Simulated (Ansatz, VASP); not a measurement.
**MgO in VASP and in Ansatz**

Contents of POSCAR:

```
MgO
1.0
    3.2200090000      0.0000000000      0.0000000000
   -1.6100050000      2.7886100000      0.0000000000
    0.0000000000      0.0000000000      5.2582530000
Mg O
2 2
Direct
    0.0000000000      0.0000000000      0.0000000000
    0.3333333300      0.6666666700      0.5000000000
    0.0000000000      0.0000000000      0.3750000000
    0.3333333300      0.6666666700      0.8750000000
```

File INCAR.step1:

```
ALGO     = Normal         # electronic algorithm
EDIFF    = 1E-4           # SCF threshold, eV
ENCUT    = 600            # plane-wave cutoff, eV
GGA      = PE             # functional
ISMEAR   = 0              # smearing method
LASPH    = True           # aspherical terms in the spheres
LCHARG   = False          # write CHGCAR
LREAL    = False          # projectors in reciprocal space
LWAVE    = True           # write WAVECAR
NELM     = 60             # most SCF steps
PREC     = Accurate       # precision mode
SIGMA    = 0.02           # smearing width, eV
```

File INCAR.step2:

```
ALGO     = Normal         # electronic algorithm
EDIFF    = 1E-6           # SCF threshold, eV
EDIFFG   = -0.005         # ionic threshold
ENCUT    = 600            # plane-wave cutoff, eV
IBRION   = 2              # ionic algorithm
ISIF     = 3              # what is computed and relaxed
ISMEAR   = 0              # smearing method
ISTART   = 1            
LASPH    = True           # aspherical terms in the spheres
LCHARG   = False          # write CHGCAR
LMIXTAU  = True         
LREAL    = False          # projectors in reciprocal space
LWAVE    = False          # write WAVECAR
METAGGA  = R2SCAN         # meta-GGA
NELM     = 60             # most SCF steps
NSW      = 100            # ionic steps
PREC     = Accurate       # precision mode
SIGMA    = 0.02           # smearing width, eV
```

The input KPOINTS:

```
k-points
0
Gamma
  9 9 4
```

Input for Ansatz:

```yaml
crystal:
  lattice:
    - [3.220009, 0.0, 0.0]
    - [-1.610005, 2.78861, 0.0]
    - [0.0, 0.0, 5.258253]
  atoms:
    - { symbol: Mg, position: [0.0, 0.0, 0.0] }
    - { symbol: O, position: [0.0, 0.0, 0.375] }
    - { symbol: Mg, position: [0.33333333, 0.66666667, 0.5] }
    - { symbol: O, position: [0.33333333, 0.66666667, 0.875] }
basis:
  ecutwfc: 500
kpoints:
  mp_grid: { grid: [9, 9, 4] }
hamiltonian:
  xc: r2scan
scf:
  occupations: { method: gaussian, width: 0.02 }
output:
  forces: true
  stress: true
  eigenvalues: true
relax:
  adjacent_minimum: "off"
  f_tol: 0.005
  max_steps: 80
  cell: { stress_tol: 0.05 }
```

Alike in both runs: task relaxation of cell and atoms; functional r2SCAN; k mesh 9 × 9 × 4; occupations gaussian, width 0.02 eV; no spin polarisation.

|  | VASP | Ansatz |
| --- | --- | --- |
| version | VASP 6.6.1 | Ansatz 0.2.0 |
| potentials or method | VASP PAW PBE potentials, release 64 (Mg, O), cutoff 600 eV | scalar-relativistic, plane waves, PAW |
| valence electrons in the cell | 16 | 32 |

|  | VASP | Ansatz | Ansatz less VASP |
| --- | --- | --- | --- |
| gap on the k mesh at the Fermi level, each at its own relaxed structure (eV) | 4.24 | 4.22 | -0.021 |
| relaxed volume (Å³/atom) | 11.72 | 11.79 | +0.071 |
| relaxed cell length with the largest relative difference (Å) | 5.022 | 5.033 | +0.0113 |

VASP's potentials were made for PBE, not for r2SCAN. VASP's potentials hold 16 valence electrons a cell and Ansatz's 32, so a difference there can come from the potentials and not from the codes.
